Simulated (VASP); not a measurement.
Runs of VASP 6.6.1 on Sn. The structure is that of space group Fm-3m (No. 225), or close to it. The cells are those of the table. 

```tsv
cell	gap on the mesh (eV)	pressure (GPa)
a = 3.472 Å, angles 60.0°, 1 atom	none	(a)
a = 3.406 Å, angles 60.0°, 1 atom	none	0.1
a = 3.359 Å, angles 60.0°, 1 atom	none	2.2
a = 3.383 Å, angles 60.0°, 1 atom	none	1.1
```

Alike in all rows: task single point; level PBE; potentials or basis VASP PAW PBE potentials, release 64 (Sn_d); no spin polarisation; k mesh 13 × 13 × 13; cutoff (eV) 520; smearing fermi-dirac 0.0612256 eV.

Task: Estimate the missing entries.

Result: (a) -2.3.

Caveats: spin-orbit coupling is left out, which moves the levels of the heavy elements.

A k mesh can miss the band edges, and the runs leave out spin-orbit coupling on Sn.

A gap of «none» marks levels without a gap at the run's occupations.
